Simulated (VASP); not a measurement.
Set up this calculation in VASP 6.6.1, as the native input.

- Task: single point
- Functional: r2SCAN
- Potentials or basis: VASP PAW PBE potentials, release 64 (Al, Ga_d, N)
- Cutoff: 520 eV
- k mesh: 6 × 8 × 4
- Occupations: gaussian, width 0.02 eV
- Spin: no spin polarisation
- Dipole correction: no
- Further INCAR settings: ALGO = Normal; EDIFF = 1e-06; NBANDS = 41

Crystal: AlGa3N4.

```xyz
8
Lattice="5.2160 0.0000 0.0000 0.0000 3.2109 0.0000 -0.0037 0.0000 5.4277" Properties=species:S:1:pos:R:3 pbc="T T T"
Al    0.0006    1.6054    3.6219
Ga    2.6024    1.6054    1.8186
Ga    2.6010    0.0000    4.5129
Ga    5.2147    0.0000    0.9020
N     0.6216    1.6054    1.8487
N     0.6089    0.0000    4.4829
N     3.2346    0.0000    0.9020
N     3.2927    1.6054    3.6217
```

This cell differs from its parent crystal: biaxial strain in the a-b plane: +1.5 %.

The input as run:

POSCAR

```
AlGa3N4
1.0
    5.2160040060      0.0000000000      0.0000000000
    0.0000000000      3.2108655208      0.0000000000
   -0.0037311992      0.0000000000      5.4277016384
Al Ga N
1 3 4
Direct
    0.0005828850      0.5000000000      0.6672982357
    0.4991712870      0.5000000000      0.3350606987
    0.4992511913      0.0000000000      0.8314570701
    0.9998609987      0.0000000000      0.1661913855
    0.1194130445      0.5000000000      0.3406010345
    0.1173310423      0.0000000000      0.8259310375
    0.6202395500      0.0000000000      0.1661937137
    0.6317500111      0.5000000000      0.6672678244
```

INCAR.step1

```
SYSTEM = AlGa3N4
ALGO = Normal
EDIFF = 1E-4
ENCUT = 520
GGA = PE
ISMEAR = 0
LASPH = .True.
LCHARG = .False.
LREAL = .False.
LWAVE = .True.
NBANDS = 41
NELM = 100
PREC = Accurate
SIGMA = 0.02
```

INCAR.step2

```
SYSTEM = AlGa3N4
ALGO = Normal
EDIFF = 1E-6
ENCUT = 520
ISIF = 2
ISMEAR = 0
ISTART = 1
LASPH = .True.
LCHARG = .False.
LMIXTAU = .True.
LREAL = .False.
LWAVE = .False.
METAGGA = R2SCAN
NBANDS = 41
NELM = 100
PREC = Accurate
SIGMA = 0.02
```

KPOINTS

```
k-points
0
Gamma
  6 8 4
  0 0 0
```

Potentials or basis: VASP PAW PBE potentials, release 64 (Al, Ga_d, N).

Run with:

```console
$ cat potpaw_PBE.64/Al/POTCAR potpaw_PBE.64/Ga_d/POTCAR potpaw_PBE.64/N/POTCAR > POTCAR
$ cp INCAR.step1 INCAR
$ mpirun -np 1 vasp_std > vasp.out
$ cp INCAR.step2 INCAR
$ mpirun -np 1 vasp_std > vasp.out
```

Results of the run:

The pressure is -3.2 GPa. The largest force is 0.311 eV/Å. The band gap on the k mesh is 2.68 eV.

Caveat: the cell differs from its parent crystal (biaxial strain in the a-b plane: +1.5 %); the stress differs along the axes, from -6 to 2 GPa; the PAW data sets were made with another functional, which shifts forces and pressure a little.

Wall time 19 min on 1 thread of Oxide Virtual Turin-like Processor, on a shared host, peak memory 0.31 GiB.
